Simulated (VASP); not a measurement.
The system is P.

```
CELL_PARAMETERS angstrom
1.71329 0.98917 2.91156
-1.71329 0.98917 2.91156
0.00000 -1.97834 2.91156
ATOMIC_POSITIONS crystal
P 0.23402 0.23402 0.23402
P 0.76598 0.76598 0.76598
```

```yaml
Program: VASP 6.6.1
Task: relaxation of cell and atoms
Functional: PBE
Potentials_or_basis: VASP PAW PBE potentials, release 64 (P)
Cutoff: 600 eV
k_mesh: 15 × 15 × 15
Occupations: gaussian, width 0.1 eV
Spin: no spin polarisation
```

At the start: pressure 4.9 GPa; volume 14.80 Å³/atom.

Task: How do energy, volume and symmetry change on relaxing?

Result: Over 9 steps the energy falls by 19.5 meV/atom and the volume is 16.10 Å³/atom (+8.8 %); space group R-3m (No. 166, to 0.1 Å) before and after.

Step by step:
| step | energy change (eV) | largest force (eV/Å) | pressure (GPa) | volume (Å³) |
| --- | --- | --- | --- | --- |
| 1 | 0.0000 | 0.0423 | 4.91 | 29.61 |
| 2 | -0.0188 | 0.4023 | -1.60 | 31.59 |
| 3 | -0.0213 | 0.3072 | -0.09 | 31.06 |
| 4 | -0.0296 | 0.1949 | 0.07 | 31.34 |
| 5 | -0.0358 | 0.0527 | 0.32 | 31.79 |
| 6 | -0.0385 | 0.0028 | -0.09 | 32.09 |
| 7 | -0.0389 | 0.0353 | -0.33 | 32.28 |
| 8 | -0.0389 | 0.0358 | 0.37 | 32.14 |
| 9 | -0.0391 | 0.0012 | 0.01 | 32.21 |

Final structure:
```
CELL_PARAMETERS angstrom
1.73842 1.00368 3.07662
-1.73842 1.00368 3.07662
0.00000 -2.00736 3.07662
ATOMIC_POSITIONS crystal
P 0.22898 0.22898 0.22898
P 0.77102 0.77102 0.77102
```
